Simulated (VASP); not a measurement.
Here is a VASP 6.6.1 calculation.

File INCAR:

```
PREC = Accurate
ENCUT = 520
EDIFF = 1E-6
ISMEAR = 0
SIGMA = 0.1
LREAL = F
LASPH = T
NELM = 80
ALGO = Normal
ISIF = 2
LWAVE = F
LCHARG = F
GGA = PE
NBANDS = 14
```

File KPOINTS:

```
Automatic mesh
0
Gamma
  6 6 6
```

POSCAR

```
HfB
1.0
    2.9726464400      0.0000000000      0.0000000000
   -1.4863232200      2.5743873400      0.0000000000
    0.0000000000      0.0000000000      2.8940049500
Hf B
1 1
Direct
    0.0000000000      0.0000000000      0.0000000000
    0.6666666700      0.3333333300      0.5000000000
```

Potentials or basis: VASP PAW PBE potentials, release 64 (Hf_pv, B).

Command:

```console
$ cat potpaw_PBE.64/Hf_pv/POTCAR potpaw_PBE.64/B/POTCAR > POTCAR
$ mpirun -np 1 vasp_std > vasp.out
```

Problem. Predict the pressure.

Solution. 74.0 GPa.

Stress tensor (GPa, compression positive):
```
67.58  0.00  0.00
 0.00 67.58  0.00
 0.00  0.00 86.81
```

Caveat: the k points lie up to 0.41 Å⁻¹ apart.
